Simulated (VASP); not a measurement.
Set up this calculation in VASP 6.6.1, as the native input.

```
Task                   : single point
Functional             : r2SCAN
Potentials or basis    : VASP PAW PBE potentials, release 64 (Cr_pv, Si, Mo_sv)
Cutoff                 : 550 eV
k mesh                 : 10 × 10 × 6
Occupations            : gaussian, width 0.01 eV
Spin                   : no spin polarisation
Dipole correction      : no
Further INCAR settings : ALGO = Normal; EDIFF = 1e-06; NBANDS = 41
```

The system is Cr2Si6Mo.

```
Cr Si Mo
1.0
     2.25240   -3.87773    0.00000
     2.25240    3.87773    0.00000
     0.00000    0.00000    6.44224
Cr Si Mo
2 6 1
Direct
  0.00000 0.50000 0.33513
  0.50000 0.00000 0.66487
  0.83994 0.67082 0.66112
  0.16645 0.83355 0.00000
  0.67082 0.83994 0.33888
  0.16006 0.32918 0.66112
  0.83355 0.16645 0.00000
  0.32918 0.16006 0.33888
  0.50000 0.50000 0.00000
```

These files were run (other wordings do the same):

POSCAR

```
Cr2Si6Mo
1.0
    2.2523953080     -3.8777341222      0.0000000000
    2.2523953080      3.8777341222      0.0000000000
    0.0000000000      0.0000000000      6.4422357418
Cr Si Mo
2 6 1
Direct
    0.0000000000      0.5000000000      0.3351257537
    0.5000000000      0.0000000000      0.6648742463
    0.8399397332      0.6708158591      0.6611174200
    0.1664540366      0.8335459634      0.0000000000
    0.6708158591      0.8399397332      0.3388825800
    0.1600602668      0.3291841409      0.6611174200
    0.8335459634      0.1664540366      0.0000000000
    0.3291841409      0.1600602668      0.3388825800
    0.5000000000      0.5000000000      0.0000000000
```

INCAR.step1

```
SYSTEM = Cr2Si6Mo
  PREC = Accurate
  ENCUT = 550
  ISMEAR = 0
  SIGMA = 0.01
  LREAL = .FALSE.
  LASPH = .TRUE.
  NELM = 120
  NBANDS = 41
  GGA = PE
  ALGO = Normal
  EDIFF = 1E-5
  LWAVE = .TRUE.
  LCHARG = .FALSE.
  GGA_COMPAT = .FALSE.
```

INCAR.step2

```
SYSTEM = Cr2Si6Mo
  PREC = Accurate
  ENCUT = 550
  EDIFF = 1E-6
  ISMEAR = 0
  SIGMA = 0.01
  LREAL = .FALSE.
  LASPH = .TRUE.
  NELM = 120
  ALGO = Normal
  ISIF = 2
  LWAVE = .FALSE.
  LCHARG = .FALSE.
  METAGGA = R2SCAN
  LMIXTAU = .TRUE.
  NBANDS = 41
  ISTART = 1
  GGA_COMPAT = .FALSE.
```

KPOINTS

```
regular mesh
0
G
  10 10 6
  0 0 0
```

Potentials or basis: VASP PAW PBE potentials, release 64 (Cr_pv, Si, Mo_sv).

Launch:

```console
$ cat potpaw_PBE.64/Cr_pv/POTCAR potpaw_PBE.64/Si/POTCAR potpaw_PBE.64/Mo_sv/POTCAR > POTCAR
$ cp INCAR.step1 INCAR
$ mpirun -np 1 vasp_std > vasp.out
$ cp INCAR.step2 INCAR
$ mpirun -np 1 vasp_std > vasp.out
```

It gave:

- Pressure: -4.5 GPa
- Largest force: 0.053 eV/Å
- Band gap on the k mesh: 0.42 eV (least direct gap 0.63 eV)

Caveat: the cell stands under tension; the PAW data sets were made with another functional, which shifts forces and pressure a little.

Run time: 59 min on 1 thread of Intel Xeon 8259CL, on a shared host, peak memory 0.65 GiB.
